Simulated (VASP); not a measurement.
# Sb (Im-3m) in VASP: further runs

Sb is run at these levels: r2SCAN, PBE; tasks: single point, relaxation of cell and atoms.

Everything below comes from runs of VASP 6.6.1. Logs are shortened: lines on timing, memory, paths and dates and some standing lists are left out, and cuts for length are marked.

## (1) The cell of the first run

The structure is cubic, space group Im-3m (No. 229). Conventional cell: a = 3.789 Å, b = 3.789 Å, c = 3.789 Å, α = 90.00°, β = 90.00°, γ = 90.00°. Within 4.3 Å of Sb (site symmetry m-3m) lie 14 Sb at 3.28 to 3.79 Å.

## (2) Single point, r2SCAN

Input file POSCAR:

```
Sb
1.0
   -1.8947393537      1.8947393537      1.8947393537
    1.8947393537     -1.8947393537      1.8947393537
    1.8947393537      1.8947393537     -1.8947393537
Sb
1
Direct
    0.0000000000      0.0000000000      0.0000000000
```

Input file INCAR.step1:

```
SYSTEM = Sb
ALGO = Normal
EDIFF = 1E-4
ENCUT = 520
GGA = PE
ISMEAR = -1
LASPH = .TRUE.
LCHARG = .FALSE.
LREAL = .FALSE.
LWAVE = .TRUE.
NBANDS = 8
NELM = 100
PREC = Accurate
SIGMA = 0.05
```

Input file INCAR.step2:

```
SYSTEM = Sb
ALGO = Normal
EDIFF = 1E-6
ENCUT = 520
ISIF = 2
ISMEAR = -1
ISTART = 1
LASPH = .TRUE.
LCHARG = .FALSE.
LMIXTAU = .TRUE.
LREAL = .FALSE.
LWAVE = .FALSE.
METAGGA = R2SCAN
NBANDS = 8
NELM = 100
PREC = Accurate
SIGMA = 0.05
```

Input file KPOINTS:

```
k-points
0
G
  10 10 10
  0 0 0
```

Potentials or basis: VASP PAW PBE potentials, release 64 (Sb).

Command:

```sh
$ cat potpaw_PBE.64/Sb/POTCAR > POTCAR
$ cp INCAR.step1 INCAR
$ mpirun -np 1 vasp_std > vasp.out
$ cp INCAR.step2 INCAR
$ mpirun -np 1 vasp_std > vasp.out
```

OUTCAR:

```text
SYSTEM = Sb
   EDIFF = 1E-6
   ENCUT = 520
   ISIF = 2
   ISMEAR = -1
   ISTART = 1
   LASPH = .TRUE.
   LREAL = .FALSE.
   METAGGA = R2SCAN
   NELM = 100
   PREC = Accurate

 ion  position               nearest neighbor table
   1  0.000  0.000  0.000-

  LATTYP: Found a body centered cubic cell.
 ALAT       =     3.7894787074

  Lattice vectors:

 A1 = (  -1.8947393537,   1.8947393537,   1.8947393537)
 A2 = (   1.8947393537,  -1.8947393537,   1.8947393537)
 A3 = (   1.8947393537,   1.8947393537,  -1.8947393537)

Analysis of symmetry for initial positions (statically):
=====================================================================
 Subroutine PRICEL returns:
 Original cell was already a primitive cell.

 Routine SETGRP: Setting up the symmetry group for a
 body centered cubic supercell.

 Subroutine GETGRP returns: Found 48 space group operations
 (whereof 48 operations were pure point group operations)
 out of a pool of 48 trial point group operations.

The static configuration has the point symmetry O_h .

Analysis of symmetry for dynamics (positions and initial velocities):
=====================================================================
 Subroutine PRICEL returns:
 Original cell was already a primitive cell.

 Routine SETGRP: Setting up the symmetry group for a
 body centered cubic supercell.

 Subroutine GETGRP returns: Found 48 space group operations
 (whereof 48 operations were pure point group operations)
 out of a pool of 48 trial point group operations.

The dynamic configuration has the point symmetry O_h .

 Subroutine INISYM returns: Found 48 space group operations
 (whereof 48 operations are pure point group operations),
 and found     1 'primitive' translations

----------------------------------------------------------------------------------------

                                     Primitive cell

  volume of cell :      27.2087

  direct lattice vectors                    reciprocal lattice vectors
    -1.894739354  1.894739354  1.894739354     0.000000000  0.263888539  0.263888539
     1.894739354 -1.894739354  1.894739354     0.263888539  0.000000000  0.263888539
     1.894739354  1.894739354 -1.894739354     0.263888539  0.263888539  0.000000000

  length of vectors
     3.281784828  3.281784828  3.281784828     0.373194751  0.373194751  0.373194751

  position of ions in fractional coordinates (direct lattice)
     0.000000000  0.000000000  0.000000000

  ion indices of the primitive-cell ions
   primitive index   ion index
                 1           1

----------------------------------------------------------------------------------------

 KPOINTS: k-points

Automatic generation of k-mesh.
 Grid dimensions read from file:
 generate k-points for:   10   10   10

 Generating k-lattice:

  Cartesian coordinates                     Fractional coordinates (reciprocal lattice)
     0.000000000  0.026388854  0.026388854     0.100000000  0.000000000  0.000000000
     0.026388854  0.000000000  0.026388854     0.000000000  0.100000000  0.000000000
     0.026388854  0.026388854  0.000000000     0.000000000  0.000000000  0.100000000

  Length of vectors
     0.037319475  0.037319475  0.037319475

  Shift w.r.t. Gamma in fractional coordinates (k-lattice)
     0.000000000  0.000000000  0.000000000

 Subroutine IBZKPT returns following result:
 ===========================================

 Found     47 irreducible k-points:

 Following reciprocal coordinates:
            Coordinates               Weight
  0.000000  0.000000  0.000000      1.000000
  0.100000  0.000000  0.000000     12.000000
  0.200000  0.000000  0.000000     12.000000
  0.300000  0.000000  0.000000     12.000000
  0.400000  0.000000  0.000000     12.000000
  0.500000  0.000000  0.000000      6.000000
[... 16 lines left out ...]
  0.300000  0.300000  0.100000      8.000000
 -0.300000  0.300000  0.100000     24.000000
 [... further k-points ...]
   k-points           NKPTS =     47   k-points in BZ     NKDIM =     47   number of bands    NBANDS=      8
   number of dos      NEDOS =    301   number of ions     NIONS =      1
   total plane-waves  NPLWV =  13824
   dimension x,y,z NGX =    24 NGY =   24 NGZ =   24
   dimension x,y,z NGXF=    48 NGYF=   48 NGZF=   48
   ions per type =               1
   NGX,Y,Z   is equivalent  to a cutoff of  12.16, 12.16, 12.16 a.u.
   NGXF,Y,Z  is equivalent  to a cutoff of  24.32, 24.32, 24.32 a.u.
 SYSTEM =  Sb
   PREC   = accura    normal or accurate (medium, high low for compatibility)
   ISTART =      1    job   : 0-new  1-cont  2-samecut
   ICHARG =      0    charge: 1-file 2-atom 10-const
   ISPIN  =      1    spin polarized calculation?
   LNONCOLLINEAR =      F non collinear calculations
   LSORBIT =      F    spin-orbit coupling
   LASPH  =      T    aspherical Exc in radial PAW
   ENCUT  =  520.0 eV  38.22 Ry    6.18 a.u.   6.10  6.10  6.10*2*pi/ulx,y,z
   NELM   =    100;   NELMIN=  2; NELMDL=  0     # of ELM steps
   EDIFF  = 0.1E-05   stopping-criterion for ELM
   LREAL  =      F    real-space projection
   EDIFFG = 0.1E-04   stopping-criterion for IOM
   NSW    =      0    number of steps for IOM
   IBRION =     -1    ionic relax: 0-MD 1-quasi-New 2-CG
   NFREE  =      0    steps in history (QN), initial steepest desc. (CG)
   ISIF   =      2    stress and relaxation
   ISYM   =      2    0-nonsym 1-usesym 2-fastsym
   POTIM  = 0.5000    time-step for ionic-motion
   TEBEG  =    0.0;   TEEND  =   0.0 temperature during run
   PSTRESS=    0.0 pullay stress
   NELECT =       5.0000    total number of electrons
   NUPDOWN=      -1.0000    fix difference up-down
   EMIN   =  10.00;   EMAX   =-10.00  energy-range for DOS
   EFERMI =   0.00;   METHOD = LEGACY
   ISMEAR =    -1;   SIGMA  =   0.05  broadening in eV -4-tet -1-fermi 0-gaus
   EFERMI_NEDOS =   21; number of points for ismear=-14 and -15
   IALGO  =     38    algorithm
   IMIX   =      4    mixing-type and parameters
     AMIX     =   0.40;   BMIX     =  1.00
     AMIX_MAG =   1.60;   BMIX_MAG =  1.00
  volume/ion in A,a.u.               =      27.21       183.61
  Fermi-wavevector in a.u.,A,eV,Ry     =   0.930741  1.758845 11.786430  0.866278
  Thomas-Fermi vector in A             =   2.057161
   LORBIT       =      0    0 simple, 1 ext, 2 COOP (PROOUT), +10 PAW based schemes
   METAGGA = R2SCAN    functional components
   LHFCALC =     F    Hartree Fock is set to
   AEXX    =    0.0000 exact exchange contribution
   IVDW    =     0    specifies the selected vdW correction
   LEPSILON=     F    determine dielectric tensor
   LRPA    =     F    only Hartree local field effects (RPA)
 non-spin polarized calculation
  energy-cutoff  :      520.00
  volume of cell :       27.21
 maximum number of plane-waves:       751
   NGX = 13   NGY = 13   NGZ = 13

 number of electron       5.0000000 magnetization

 Free energy of the ion-electron system (eV)
  ---------------------------------------------------
  ext. energy  EPLUGINS =         0.00000000
  ---------------------------------------------------
  free energy    TOTEN  =       -25.33765996 eV

  energy without entropy =      -25.32872956  energy(sigma->0) =      -25.33319476

 E-fermi :   8.2263     XC(G=0): -10.7220

 val. band max:        8.2066364989   @ k =  -0.3000   0.4000   0.1000
 cond. band min:       8.2432061531   @ k =   0.3000   0.1000   0.1000
 fundamental gap:      0.0365696542
 Fermi energy:         8.2263190787

 k-point     1 :       0.0000    0.0000    0.0000
  band No.  band energies     occupation
      1      -5.1202      2.00000
      2      13.9408      0.00000
      3      13.9408      0.00000
      4      13.9408      0.00000
      5      19.1684      0.00000
      6      19.1684      0.00000
      7      19.1684      0.00000
      8      20.9027      0.00000

 k-point     2 :       0.1000    0.0000    0.0000
  band No.  band energies     occupation
      1      -4.9010      2.00000
      2      12.3980      0.00000
      3      13.2562      0.00000
      4      13.7748      0.00000
      5      18.2123      0.00000
      6      18.2852      0.00000
      7      20.1010      0.00000
      8      20.1801      0.00000

 k-point     3 :       0.2000    0.0000    0.0000
  band No.  band energies     occupation
      1      -4.2484      2.00000
      2       9.4389      0.00000
      3      11.9991      0.00000
      4      13.3315      0.00000
      5      16.9354      0.00000
      6      17.0496      0.00000
      7      20.0619      0.00000
      8      20.8849      0.00000

 k-point     4 :       0.3000    0.0000    0.0000
  band No.  band energies     occupation
      1      -3.1864      2.00000
      2       6.4156      2.00000
      3      10.8886      0.00000
      4      12.7995      0.00000
      5      15.9748      0.00000
      6      16.1894      0.00000
      7      20.6927      0.00000
      8      21.7025      0.00000

 k-point     5 :       0.4000    0.0000    0.0000
  band No.  band energies     occupation
      1      -1.8235      2.00000
      2       3.8024      2.00000
      3      10.1646      0.00000
      4      12.3950      0.00000
      5      15.4130      0.00000
      6      15.6700      0.00000
      7      21.8540      0.00000
      8      22.8292      0.00000

 k-point     6 :       0.5000    0.0000    0.0000
  band No.  band energies     occupation
      1      -0.8851      2.00000
      2       2.4378      2.00000
      3       9.9152      0.00000
      4      12.2473      0.00000
      5      15.2286      0.00000
      6      15.4966      0.00000
      7      22.9362      0.00000
      8      24.0208      0.00000

 k-point     7 :       0.1000    0.1000    0.0000
  band No.  band energies     occupation
      1      -4.4650      2.00000
      2      10.5016      0.00000
      3      12.1141      0.00000
      4      13.1008      0.00000
      5      17.5493      0.00000
      6      17.9611      0.00000
      7      19.7001      0.00000
      8      20.5514      0.00000

 k-point     8 :       0.2000    0.1000    0.0000
  band No.  band energies     occupation
      1      -3.6057      2.00000
      2       7.8570      1.99876
      3      10.5528      0.00000
      4      12.4130      0.00000
      5      16.7674      0.00000
      6      17.7015      0.00000
      7      19.6720      0.00000
      8      22.1592      0.00000

 k-point     9 :       0.3000    0.1000    0.0000
  band No.  band energies     occupation
      1      -2.3750      2.00000
      2       5.1339      2.00000
      3       9.5100      0.00000
      4      11.8411      0.00000
      5      16.1068      0.00000
      6      17.4367      0.00000
      7      20.2288      0.00000
      8      23.5515      0.00000

 k-point    10 :       0.4000    0.1000    0.0000
  band No.  band energies     occupation
      1      -1.0518      2.00000
      2       3.0064      2.00000
      3       8.9906      0.00000
      4      11.5213      0.00000
      5      15.7618      0.00000
      6      17.2231      0.00000
      7      21.4295      0.00000
      8      23.3225      0.00000
[... 78 lines left out ...]
 k-point    18 :       0.4000    0.1000    0.1000
  band No.  band energies     occupation
      1      -0.5954      2.00000
      2       2.9205      2.00000
      3       7.9192      1.99571
      4       9.6921      0.00000
      5      18.0689      0.00000
      6      18.4821      0.00000
      7      23.6173      0.00000
      8      24.1816      0.00000

 k-point    19 :      -0.1000    0.1000    0.1000
  band No.  band energies     occupation
      1      -4.6823      2.00000
      2      12.1642      0.00000
      3      12.5613      0.00000
      4      12.5613      0.00000
      5      17.7603      0.00000
      6      18.9677      0.00000
      7      18.9677      0.00000
      8      19.4641      0.00000

 k-point    20 :       0.2000    0.2000    0.1000
  band No.  band energies     occupation
      1      -1.6233      2.00000
      2       5.0565      2.00000
      3       7.4589      2.00000
      4       9.1881      0.00000
      5      19.3091      0.00000
      6      20.3305      0.00000
      7      22.2277      0.00000
      8      22.8390      0.00000

 k-point    21 :       0.3000    0.2000    0.1000
  band No.  band energies     occupation
      1      -0.4801      2.00000
      2       3.8220      2.00000
      3       6.3155      2.00000
      4       8.7311      0.00008
      5      19.5114      0.00000
      6      21.0103      0.00000
      7      22.7869      0.00000
      8      23.8636      0.00000

 k-point    22 :      -0.2000    0.2000    0.1000
  band No.  band energies     occupation
      1      -4.0312      2.00000
      2       9.5269      0.00000
      3      11.3097      0.00000
      4      12.1789      0.00000
      5      16.6954      0.00000
      6      18.0449      0.00000
      7      18.8191      0.00000
      8      21.3312      0.00000

 k-point    23 :       0.3000    0.3000    0.1000
  band No.  band energies     occupation
      1      -0.0137      2.00000
      2       4.5622      2.00000
      3       4.5622      2.00000
      4       8.4443      0.02522
      5      20.1866      0.00000
      6      22.2734      0.00000
      7      22.2734      0.00000
      8      24.7429      0.00000

 k-point    24 :      -0.3000    0.3000    0.1000
  band No.  band energies     occupation
      1      -2.9724      2.00000
      2       6.5814      2.00000
      3      10.2161      0.00000
      4      11.7812      0.00000
      5      16.4103      0.00000
      6      17.1833      0.00000
      7      18.6383      0.00000
      8      23.7798      0.00000

 [... further k-points ...]
[... 5 lines left out ...]
  --------------------------------------------------------------------------------------
  -------------------------------------------------------------------------------------
  Total       -0.0116988     -0.0116988     -0.0116988     -0.0000000      0.0000000      0.0000000
  in kB       -0.6888781     -0.6888781     -0.6888781     -0.0000000      0.0000000      0.0000000
  external PRESSURE =      -0.6888781 kB  Pullay stress =       0.0000000 kB

 VOLUME and BASIS-vectors are now :
 -----------------------------------------------------------------------------
  energy-cutoff  :      520.00
  volume of cell :       27.21
      direct lattice vectors                 reciprocal lattice vectors
    -1.894739354  1.894739354  1.894739354     0.000000000  0.263888539  0.263888539
     1.894739354 -1.894739354  1.894739354     0.263888539  0.000000000  0.263888539
     1.894739354  1.894739354 -1.894739354     0.263888539  0.263888539  0.000000000

 POSITION                                       TOTAL-FORCE (eV/Angst)
 -----------------------------------------------------------------------------------
      0.00000      0.00000      0.00000        -0.000000      0.000000      0.000000
 -----------------------------------------------------------------------------------
    total drift:                                0.000000     -0.000000     -0.000000

  FREE ENERGIE OF THE ION-ELECTRON SYSTEM (eV)
  ---------------------------------------------------
  free  energy   TOTEN  =       -25.3376599614 eV

  energy  without entropy=      -25.3287295581  energy(sigma->0) =      -25.33319476
```

Run time: 16 s. Hardware: 1 thread of AMD EPYC 9R45 (Zen 5), shared host; peak memory 0.11 GiB.

Results:

```yaml
Free_energy: -25.3377 eV
Pressure: -0.1 GPa
```

Levels at points of the mesh, in eV from the Fermi level:
```tsv
k point	band 1	band 2	band 3	band 4	band 5	band 6	band 7	band 8
(0.00, 0.00, 0.00)	-13.35	5.71	5.71	5.71	10.94	10.94	10.94	12.68
(0.50, 0.00, 0.00)	-9.11	-5.79	1.69	4.02	7.00	7.27	14.71	15.79
(0.50, 0.50, 0.50)	-5.64	-2.16	-2.16	-2.16	3.42	3.42	18.33	18.33
```

Caveat: the PAW data sets were made with another functional, which shifts forces and pressure a little; spin-orbit coupling is left out, which moves the levels of the heavy elements.

(Continued in part 2 of 2.)
